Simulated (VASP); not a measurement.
# Eu (Im-3m) in VASP: notebook

Runs on Eu. Level: LDA. Tasks: single point.

All numbers are computed with VASP 6.6.1; they aren't measurements. Logs are shortened: lines on timing, memory, paths and dates and some standing lists are left out, and cuts for length are marked.

## 1. The cell of the first run

Symmetry: Im-3m, No. 229, cubic system. The conventional cell has a = 4.105 Å, b = 4.105 Å, c = 4.105 Å, α = 90.00°, β = 90.00°, γ = 90.00°. Within 4.7 Å of Eu (site symmetry m-3m) lie 14 Eu at 3.55 to 4.10 Å.

## 2. Single point, LDA, collinear spin, ferromagnetic start

The input, INCAR:

```
SYSTEM = Eu
ALGO = Fast
EDIFF = 1E-7
ENCUT = 520
GGA = CA
ISIF = 2
ISMEAR = -1
ISPIN = 2
LASPH = .True.
LCHARG = .False.
LMAXMIX = 6
LORBIT = 11
LREAL = .False.
LWAVE = .False.
MAGMOM = 7
NBANDS = 18
NELM = 150
PREC = Accurate
SIGMA = 0.05
```

The input, KPOINTS:

```
k-points
0
Gamma
  16 16 16
  0 0 0
```

The input, POSCAR:

```
Eu
1.0
   -2.0524795239      2.0524795239      2.0524795239
    2.0524795239     -2.0524795239      2.0524795239
    2.0524795239      2.0524795239     -2.0524795239
Eu
1
Direct
    0.0000000000      0.0000000000      0.0000000000
```

Potentials or basis: VASP PAW PBE potentials, release 64 (Eu).

Run with:

```sh
> cat potpaw_PBE.64/Eu/POTCAR > POTCAR
> mpirun -np 1 vasp_std > vasp.out
```

OUTCAR:

```text
SYSTEM = Eu
   EDIFF = 1E-7
   ENCUT = 520
   GGA = CA
   ISIF = 2
   ISMEAR = -1
   ISPIN = 2
   LASPH = .True.
   LORBIT = 11
   LREAL = .False.
   NELM = 150
   PREC = Accurate

 ion  position               nearest neighbor table
   1  0.000  0.000  0.000-

  LATTYP: Found a body centered cubic cell.
 ALAT       =     4.1049590478

  Lattice vectors:

 A1 = (  -2.0524795239,   2.0524795239,   2.0524795239)
 A2 = (   2.0524795239,  -2.0524795239,   2.0524795239)
 A3 = (   2.0524795239,   2.0524795239,  -2.0524795239)

Analysis of symmetry for initial positions (statically):
=====================================================================
 Subroutine PRICEL returns:
 Original cell was already a primitive cell.

 Routine SETGRP: Setting up the symmetry group for a
 body centered cubic supercell.

 Subroutine GETGRP returns: Found 48 space group operations
 (whereof 48 operations were pure point group operations)
 out of a pool of 48 trial point group operations.

The static configuration has the point symmetry O_h .

Analysis of symmetry for dynamics (positions and initial velocities):
=====================================================================
 Subroutine PRICEL returns:
 Original cell was already a primitive cell.

 Routine SETGRP: Setting up the symmetry group for a
 body centered cubic supercell.

 Subroutine GETGRP returns: Found 48 space group operations
 (whereof 48 operations were pure point group operations)
 out of a pool of 48 trial point group operations.

The dynamic configuration has the point symmetry O_h .

Analysis of structural, dynamic, and magnetic symmetry:
=====================================================================
 Subroutine PRICEL returns:
 Original cell was already a primitive cell.

 Routine SETGRP: Setting up the symmetry group for a
 body centered cubic supercell.

 Subroutine GETGRP returns: Found 48 space group operations
 (whereof 48 operations were pure point group operations)
 out of a pool of 48 trial point group operations.

The overall configuration has the point symmetry O_h .

 Subroutine INISYM returns: Found 48 space group operations
 (whereof 48 operations are pure point group operations),
 and found     1 'primitive' translations

----------------------------------------------------------------------------------------

                                     Primitive cell

  volume of cell :      34.5857

  direct lattice vectors                    reciprocal lattice vectors
[... 101 lines left out ...]
   EFERMI_NEDOS =   21; number of points for ismear=-14 and -15
   IALGO  =     68    algorithm
   IMIX   =      4    mixing-type and parameters
     AMIX     =   0.40;   BMIX     =  1.00
     AMIX_MAG =   1.60;   BMIX_MAG =  1.00
  volume/ion in A,a.u.               =      34.59       233.40
  Fermi-wavevector in a.u.,A,eV,Ry     =   1.291989  2.441506 22.711345  1.669237
  Thomas-Fermi vector in A             =   2.423725
   LORBIT       =     11    0 simple, 1 ext, 2 COOP (PROOUT), +10 PAW based schemes
   GGA     = CA    functional components
   LHFCALC =     F    Hartree Fock is set to
   AEXX    =    0.0000 exact exchange contribution
   IVDW    =     0    specifies the selected vdW correction
   LEPSILON=     F    determine dielectric tensor
   LRPA    =     F    only Hartree local field effects (RPA)
 spin polarized calculation
 RMM-DIIS sequential band-by-band and
  energy-cutoff  :      520.00
  volume of cell :       34.59
 maximum number of plane-waves:       959
   NGX = 13   NGY = 13   NGZ = 13

 number of electron      17.0000002 magnetization       7.1312196

 Free energy of the ion-electron system (eV)
  ---------------------------------------------------
  ext. energy  EPLUGINS =         0.00000000
  ---------------------------------------------------
  free energy    TOTEN  =       -11.41266813 eV

  energy without entropy =      -11.40170667  energy(sigma->0) =      -11.40718740

 E-fermi :   2.5692     XC(G=0):  -9.9552

 val. band max:        2.5678574133   @ k =  -0.4375  -0.4375   0.1875
 cond. band min:       2.5748016769   @ k =  -0.3750   0.5000   0.2500
 fundamental gap:      0.0069442636
 Fermi energy:         2.5692208738

 spin component 1

 k-point     1 :       0.0000    0.0000    0.0000
  band No.  band energies     occupation
      1     -38.6493      1.00000
      2     -17.1403      1.00000
      3     -17.1403      1.00000
      4     -17.1403      1.00000
      5      -1.9183      1.00000
      6       1.9982      0.99999
[... 493 lines left out ...]
     17       8.5840      0.00000
     18      12.0988      0.00000

 [... further k-points ...]

 spin component 2

 k-point     1 :       0.0000    0.0000    0.0000
  band No.  band energies     occupation
      1     -35.8569      1.00000
      2     -14.9619      1.00000
      3     -14.9619      1.00000
      4     -14.9619      1.00000
      5      -1.2363      1.00000
      6       5.4612      0.00000
[... 493 lines left out ...]
     17       9.8769      0.00000
     18      13.1775      0.00000

 [... further k-points ...]

------------------------ aborting loop because EDIFF is reached ----------------------------------------

  FORCE on cell =-STRESS in cart. coord.  units (eV):
  Direction    XX          YY          ZZ          XY          YZ          ZX
  --------------------------------------------------------------------------------------
  -------------------------------------------------------------------------------------
  Total       -0.0634066     -0.0634066     -0.0634066     -0.0000000     -0.0000000      0.0000000
  in kB       -2.9373030     -2.9373030     -2.9373030     -0.0000000     -0.0000000      0.0000000
  external PRESSURE =      -2.9373030 kB  Pullay stress =       0.0000000 kB

 VOLUME and BASIS-vectors are now :
 -----------------------------------------------------------------------------
  energy-cutoff  :      520.00
  volume of cell :       34.59
      direct lattice vectors                 reciprocal lattice vectors
    -2.052479524  2.052479524  2.052479524     0.000000000  0.243607790  0.243607790
     2.052479524 -2.052479524  2.052479524     0.243607790  0.000000000  0.243607790
     2.052479524  2.052479524 -2.052479524     0.243607790  0.243607790  0.000000000

 POSITION                                       TOTAL-FORCE (eV/Angst)
 -----------------------------------------------------------------------------------
      0.00000      0.00000      0.00000         0.000000      0.000000     -0.000000
 -----------------------------------------------------------------------------------
    total drift:                                0.000000     -0.000000     -0.000000

  FREE ENERGIE OF THE ION-ELECTRON SYSTEM (eV)
  ---------------------------------------------------
  free  energy   TOTEN  =       -11.4126681254 eV

  energy  without entropy=      -11.4017066674  energy(sigma->0) =      -11.40718740

 total charge

# of ion       s       p       d       f       tot
--------------------------------------------------
    1        2.094   5.639   0.403   6.584  14.720

 magnetization (x)

# of ion       s       p       d       f       tot
--------------------------------------------------
    1        0.002  -0.069   0.130   6.577   6.640
```

stdout:

```text
POSCAR found type information on POSCAR Eu
 POSCAR found :  1 types and       1 ions
 scaLAPACK will be used
 -----------------------------------------------------------------------------
|                                                                             |
[... 108 lines left out ...]
WARNING in EDDRMM: call to ZHEGV failed, returncode =   8  4      3
WARNING in EDDRMM: call to ZHEGV failed, returncode =   8  4      3
WARNING in EDDRMM: call to ZHEGV failed, returncode =   8  4      3
WARNING in EDDRMM: call to ZHEGV failed, returncode =   8  4      2
 num prob WARNING in EDDRMM: call to ZHEGV failed, returncode =   8  4      4
WARNING in EDDRMM: call to ZHEGV failed, returncode =   8  4      2
 num prob WARNING in EDDRMM: call to ZHEGV failed, returncode =   8  4      3
WARNING in EDDRMM: call to ZHEGV failed,
```

Run time: 4.9 min. Hardware: 1 thread of Intel Xeon 6975P-C (Granite Rapids), shared host; peak memory 0.29 GiB.

Results:

* Free energy: -11.4127 eV
* Pressure: -0.3 GPa
* Net moment: 7.13 μB per cell
* Site moments: Eu +6.64 μB
* Valence electrons inside the program's atomic spheres: Eu 14.72

Caveat: the PAW data sets were made with another functional, which shifts forces and pressure a little; spin-orbit coupling is left out, which moves the levels of the heavy elements; semilocal functionals describe open f shells poorly, which spoils levels, moments and volumes. The state reached can hang on the start; a lower one may exist.

## 3. Single point, LDA, collinear spin, ferromagnetic start

The input, INCAR:

```
SYSTEM = Eu
PREC = Accurate
ENCUT = 520
EDIFF = 1E-6
ISMEAR = -1
SIGMA = 0.05
LREAL = .False.
LASPH = .True.
NELM = 150
ALGO = Fast
ISIF = 2
LWAVE = .False.
LCHARG = .False.
ISPIN = 2
MAGMOM = 7
LORBIT = 11
LMAXMIX = 6
GGA = CA
NBANDS = 18
```

The input, KPOINTS:

```
Automatic mesh
0
Gamma
  16 16 16
  0 0 0
```

POSCAR is that of step 2.

Potentials or basis: VASP PAW PBE potentials, release 64 (Eu).

Run with:

```sh
> cat potpaw_PBE.64/Eu/POTCAR > POTCAR
> mpirun -np 1 vasp_std > vasp.out
```

It took 3.9 min on 1 thread of Intel Xeon 6975P-C (Granite Rapids), shared host; peak memory 0.28 GiB.

Results (log left out):

| Quantity | Value |
| --- | --- |
| Free energy | -11.4127 eV |
| Pressure | -0.3 GPa |
| Net moment | 7.13 μB per cell |
| Site moments | Eu +6.64 μB |
| Valence electrons inside the program's atomic spheres | Eu 14.72 |

Levels at points of the mesh, in eV from the Fermi level:
Spin up:
```tsv
k point	band 10	band 11	band 12	band 13	band 14	band 15
(0.00, 0.00, 0.00)	-0.31	-0.31	-0.25	1.93	1.93	1.93
(0.50, 0.00, 0.00)	-0.34	-0.32	-0.28	0.26	1.76	4.05
(0.50, 0.50, 0.50)	-0.47	-0.27	-0.27	-0.27	6.29	6.30
```
Spin down:
```csv
k point,band 1,band 2,band 3,band 4,band 5,band 6,band 7,band 8,band 9,band 10
"(0.00, 0.00, 0.00)",-38.43,-17.53,-17.53,-17.53,-3.81,2.89,2.89,2.89,3.50,3.50
"(0.50, 0.00, 0.00)",-38.32,-18.54,-17.85,-17.54,-1.22,1.10,2.34,3.47,3.81,3.91
"(0.50, 0.50, 0.50)",-38.25,-18.22,-18.22,-18.22,-0.80,-0.80,3.68,3.68,3.68,3.68
```

Caveat: the PAW data sets were made with another functional, which shifts forces and pressure a little; spin-orbit coupling is left out, which moves the levels of the heavy elements; semilocal functionals describe open f shells poorly, which spoils levels, moments and volumes.
